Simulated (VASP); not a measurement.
Set up this calculation in VASP 6.6.1, as the native input.

```yaml
Task: single point
Functional: PBE
Potentials_or_basis: VASP PAW PBE potentials, release 64 (Zr_sv, C)
Cutoff: 520 eV
k_mesh: 12 × 12 × 4
Occupations: gaussian, width 0.1 eV
Spin: no spin polarisation
Dipole_correction: no
Further_INCAR_settings: ALGO = Normal; EDIFF = 1e-07; NBANDS = 26
```

The structure of Zr2C3 lies in POSCAR:

```
Zr2C3
1.0
    3.1504094923      0.0000000000      0.0000000000
   -1.5752047461      2.7283346527      0.0000000000
    0.0000000000      0.0000000000      6.7560279800
Zr C
2 3
Direct
    0.3333333333      0.6666666667      0.1973797141
    0.6666666667      0.3333333333      0.8026202859
    1.0000000000      0.0000000000      0.0000000000
    0.3333333333      0.6666666667      0.5415544818
    0.6666666667      0.3333333333      0.4584455182
```

One way to write it, as run:

INCAR

```
  PREC = Accurate
  ENCUT = 520
  EDIFF = 1E-7
  ISMEAR = 0
  SIGMA = 0.1
  LREAL = F
  LASPH = T
  NELM = 100
  ALGO = Normal
  ISIF = 2
  LWAVE = F
  LCHARG = F
  GGA = PE
  NBANDS = 26
```

KPOINTS

```
Automatic mesh
0
Gamma
  12 12 4
```

Potentials or basis: VASP PAW PBE potentials, release 64 (Zr_sv, C).

Run with:

```bash
$ cat potpaw_PBE.64/Zr_sv/POTCAR potpaw_PBE.64/C/POTCAR > POTCAR
$ mpirun -np 1 vasp_std > vasp.out
```

It gave:

| Quantity | Value |
| --- | --- |
| Pressure | 0.2 GPa |
| Largest force | 0.029 eV/Å |
| Band gap on the k mesh | zero (bands 18 and 19 overlap by 0.88 eV) |

Wall time 2.7 min on 1 thread of Intel(R) Xeon(R) Platinum 8259CL CPU @ 2.50GHz (Skylake/Cascade Lake), with other jobs on the host, peak memory 0.23 GiB.
